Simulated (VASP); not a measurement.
**Li2GaC6: single point with PBE**

Li2GaC6:

```
CELL_PARAMETERS angstrom
0.00000 3.78302 3.78302
3.78302 0.00000 3.78302
3.78302 3.78302 0.00000
ATOMIC_POSITIONS crystal
Li 0.75000 0.75000 0.75000
Li 0.50000 0.50000 0.50000
Ga 0.00000 0.00000 0.00000
C 0.27507 0.72493 0.72493
C 0.72493 0.27507 0.27507
C 0.72493 0.72493 0.27507
C 0.27507 0.27507 0.72493
C 0.27507 0.72493 0.27507
C 0.72493 0.27507 0.72493
```

| Item | Value |
| --- | --- |
| Program | VASP 6.6.1 |
| Task | single point |
| Functional | PBE |
| Potentials or basis | VASP PAW PBE potentials, release 64 (Li_sv, Ga_d, C) |
| Cutoff | 520 eV |
| k mesh | 10 × 10 × 10 |
| Occupations | gaussian, width 0.1 eV |
| Spin | no spin polarisation |

- Largest force: 0.062 eV/Å

Forces on the atoms (eV/Å):
```
Li   0.000  0.000  0.000
Li   0.000  0.000  0.000
Ga   0.000  0.000  0.000
C    0.062  0.000  0.000
C   -0.062  0.000  0.000
C    0.000  0.000  0.062
C    0.000  0.000 -0.062
C    0.000 -0.062  0.000
C    0.000  0.062  0.000
```

Levels at points of the mesh, in eV from the Fermi level:
```csv
k point,band 19,band 20,band 21,band 22,band 23,band 24
"(0.00, 0.00, 0.00)",-3.36,-3.36,1.31,1.31,1.31,2.30
"(0.50, 0.00, 0.00)",-1.48,-1.48,-0.40,-0.40,-0.28,0.10
"(0.50, 0.50, 0.00)",-1.19,-1.19,-0.30,-0.02,0.14,0.14
```

It took 2.1 min on 1 thread of AMD EPYC 9R45 96-Core Processor (Zen 5), with other jobs on the host, peak memory 0.29 GiB.
